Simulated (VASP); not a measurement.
Re, 1 atom in the cell. The structure is orthorhombic, space group Fmmm (No. 69). Conventional cell: a = 3.743 Å, b = 3.950 Å, c = 4.157 Å, α = 90.00°, β = 90.00°, γ = 90.00°. Within 3.6 Å of Re (site symmetry mmm) lie 12 Re at 2.72 to 2.87 Å.  This cell differs from its parent crystal: strain +0.0525 x Voigt [1, -1, 0, 0, 0, 0].

| Property | Result |
| --- | --- |
| Program | VASP 6.6.1 |
| Task | single point |
| Functional | PBEsol |
| Potentials or basis | VASP PAW PBE potentials, release 64 (Re) |
| Cutoff | 520 eV |
| k mesh | 20 × 20 × 20 |
| Occupations | gaussian, width 0.15 eV |
| Spin | no spin polarisation |
| Dipole correction | no |
| Further INCAR settings | ALGO = Fast; EDIFF = 1e-06; NBANDS = 10 |

Potentials or basis: VASP PAW PBE potentials, release 64 (Re).

Command:

```console
$ cat potpaw_PBE.64/Re/POTCAR > POTCAR
$ mpirun -np 1 vasp_std > vasp.out
```

Hardware: 1 thread of Intel(R) Xeon(R) 6975P-C (Granite Rapids), with other jobs on the host.

Task: Estimate the wall time of this run.

Result: Run time: 120 s on 1 thread of Intel(R) Xeon(R) 6975P-C (Granite Rapids), with other jobs on the host, peak memory 0.3 GiB. Counts: scf iterations 13, k points 1166.
